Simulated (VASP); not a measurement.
Wanted: the native input for a VASP 6.6.1 run.

```
Task                   : single point
Functional             : PBEsol
Potentials or basis    : VASP PAW PBE potentials, release 64 (Mg, O)
Cutoff                 : 520 eV
k mesh                 : 10 × 10 × 10
Occupations            : gaussian, width 0.02 eV
Spin                   : no spin polarisation
Dipole correction      : no
Further INCAR settings : ALGO = Normal; EDIFF = 1e-06; NBANDS = 11
```

The structure of MgO lies in POSCAR:

```
MgO
1.0
    0.0000000000      2.1351500000      2.1351500000
    2.1351500000      0.0000000000      2.1351500000
    2.1351500000      2.1351500000      0.0000000000
Mg O
1 1
Direct
   -0.0210758026      0.0210758026      0.0210758026
    0.5000000000      0.5000000000      0.5000000000
```

This cell differs from its parent crystal: one atom moved.

The input as run:

INCAR

```
ALGO     = Normal         # electronic algorithm
EDIFF    = 1E-6           # SCF threshold, eV
ENCUT    = 520            # plane-wave cutoff, eV
GGA      = PS             # functional
ISIF     = 2              # what is computed and relaxed
ISMEAR   = 0              # smearing method
LASPH    = T              # aspherical terms in the spheres
LCHARG   = T              # write CHGCAR
LELF     = T              # ELF
LREAL    = F              # projectors in reciprocal space
LVHAR    = T            
LWAVE    = F              # write WAVECAR
NBANDS   = 11             # bands
NELM     = 60             # most SCF steps
PREC     = Accurate       # precision mode
SIGMA    = 0.02           # smearing width, eV
```

KPOINTS

```
k-points
0
Gamma
  10 10 10
```

Potentials or basis: VASP PAW PBE potentials, release 64 (Mg, O).

The run is started by

```bash
$ cat potpaw_PBE.64/Mg/POTCAR potpaw_PBE.64/O/POTCAR > POTCAR
$ mpirun -np 1 vasp_std > vasp.out
```

Results of the run:

```
Pressure               : -5.6 GPa
Largest force          : 0.422 eV/Å
Band gap on the k mesh : 4.25 eV, direct
```

Caveat: the cell differs from its parent crystal (one atom moved); the PAW data sets were made with another functional, which shifts forces and pressure a little.

Run time: 31 s on 1 thread of AMD EPYC 7R13, on a shared host, peak memory 0.12 GiB.
